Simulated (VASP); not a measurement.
A run of VASP 6.6.1 is set up as follows.

The input INCAR:

```
PREC     = Accurate       # precision mode
ENCUT    = 520            # plane-wave cutoff, eV
EDIFF    = 1E-6           # SCF threshold, eV
ISMEAR   = -1             # smearing method
SIGMA    = 0.02           # smearing width, eV
LREAL    = F              # projectors in reciprocal space
LASPH    = T              # aspherical terms in the spheres
NELM     = 100            # most SCF steps
ALGO     = Normal         # electronic algorithm
ISIF     = 2              # what is computed and relaxed
LWAVE    = F              # write WAVECAR
LCHARG   = T              # write CHGCAR
GGA      = PE             # functional
LELF     = T              # ELF
LVHAR    = T            
NBANDS   = 21             # bands
```

KPOINTS

```
Automatic mesh
0
Gamma
  8 8 8
```

Contents of POSCAR:

```
Si3Ge
1.0
    1.9426527489      1.1215910875      6.3409676203
   -1.9426527489      1.1215910875      6.3409676203
    0.0000000000     -2.2431821750      6.3409676203
Si Ge
3 1
Direct
    1.0013363433      0.0013363433      0.0013363433
    0.4987055952      0.4987055952      0.4987055952
    0.3750071689      0.3750071689      0.3750071689
    0.8749508926      0.8749508926      0.8749508926
```

Potentials or basis: VASP PAW PBE potentials, release 64 (Si, Ge_d).

Run with:

```bash
$ cat potpaw_PBE.64/Si/POTCAR potpaw_PBE.64/Ge_d/POTCAR > POTCAR
$ mpirun -np 1 vasp_std > vasp.out
```

What does it give for the band gap on the k mesh?

0.57 eV, indirect (least direct gap 1.13 eV).

What does it give for the largest force?

0.076 eV/Å.

Estimate the pressure.

1.8 GPa.

Forces in eV/Å, atoms in the order of the input:
```
Si   0.000  0.000  0.072
Si   0.000  0.000 -0.076
Si   0.000  0.000 -0.002
Ge   0.000  0.000  0.006
```

A k mesh can miss the band edges. As with any semilocal functional, this PBE gap is likely too small.
